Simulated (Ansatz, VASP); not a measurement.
## BN in VASP and in Ansatz

File INCAR:

```
SYSTEM = BN
ALGO     = Normal         ! electronic algorithm
EDIFF    = 1E-7           ! SCF threshold, eV
ENCUT    = 520            ! plane-wave cutoff, eV
GGA      = PS             ! functional
ISIF     = 2              ! what is computed and relaxed
ISMEAR   = 0              ! smearing method
LASPH    = .True.         ! aspherical terms in the spheres
LCHARG   = .False.        ! write CHGCAR
LREAL    = .False.        ! projectors in reciprocal space
LWAVE    = .False.        ! write WAVECAR
NBANDS   = 26             ! bands
NELM     = 80             ! most SCF steps
PREC     = Accurate       ! precision mode
SIGMA    = 0.05           ! smearing width, eV
```

File KPOINTS:

```
k-points
0
Gamma
  6 6 10
  0 0 0
```

POSCAR

```
BN
1.0
    4.2993000000      0.0000000000      0.0000000000
    0.0000000000      4.2993000000      0.0000000000
    0.0000000000      0.0000000000      2.7665000000
B N
4 4
Direct
    0.1741337327      0.8258662673      0.5000000000
    0.3258662673      0.3258662673      0.0000000000
    0.6741337327      0.6741337327      0.0000000000
    0.8258662673      0.1741337327      0.5000000000
    0.8123909516      0.8123909516      0.5000000000
    0.3123909516      0.6876090484      0.0000000000
    0.6876090484      0.3123909516      0.0000000000
    0.1876090484      0.1876090484      0.5000000000
```

Input for Ansatz:

```yaml
crystal:
  lattice:
    - [4.2993, 0.0, 0.0]
    - [0.0, 4.2993, 0.0]
    - [0.0, 0.0, 2.7665]
  atoms:
    - { symbol: B, position: [0.1741337327, 0.8258662673, 0.5] }
    - { symbol: B, position: [0.3258662673, 0.3258662673, 0.0] }
    - { symbol: B, position: [0.6741337327, 0.6741337327, 0.0] }
    - { symbol: B, position: [0.8258662673, 0.1741337327, 0.5] }
    - { symbol: "N", position: [0.8123909516, 0.8123909516, 0.5] }
    - { symbol: "N", position: [0.3123909516, 0.6876090484, 0.0] }
    - { symbol: "N", position: [0.6876090484, 0.3123909516, 0.0] }
    - { symbol: "N", position: [0.1876090484, 0.1876090484, 0.5] }
basis:
  ecutwfc: 520.0
kpoints:
  mp_grid: { grid: [6, 6, 10] }
hamiltonian:
  xc: pbesol
  pseudopotentials: { kind: paw, azcp: { folder: soft_1 } }
scf:
  occupations: { method: gaussian, width: 0.05 }
output:
  forces: true
  stress: true
  eigenvalues: true
```

Alike in both runs: task single point; functional PBEsol; k mesh 6 × 6 × 10; occupations gaussian, width 0.05 eV; no spin polarisation.

|  | VASP | Ansatz |
| --- | --- | --- |
| version | VASP 6.6.1 | Ansatz 0.2.0 |
| potentials or method | VASP PAW PBE potentials, release 64 (B, N), cutoff 520 eV | scalar-relativistic, plane waves, PAW |
| valence electrons in the cell | 32 | 32 |

Ansatz gave:

| Item | Value |
| --- | --- |
| gap on the k mesh at the Fermi level (eV) | 4.14 |
| least direct gap on the mesh (eV) | 4.14 |
| pressure (GPa) | -12.9 |
| traceless stress, the component that is largest in VASP (GPa) | -52.69 |
| rms of the force components (eV/Å) | 0.395 |

**Question.** Which values does VASP return?

**Answer.** gap on the k mesh at the Fermi level (eV): 4.14; least direct gap on the mesh (eV): 4.14; pressure (GPa): -12.3; traceless stress, the component that is largest in VASP (GPa): -53.10; rms of the force components (eV/Å): 0.416.

VASP's potentials were made for PBE, not for PBEsol, and Ansatz warns of the same on its side. Atom by atom the forces differ by 0.025 eV/Å (rms over components). With one functional, cell and mesh, what is left measures potentials, basis and numerics.
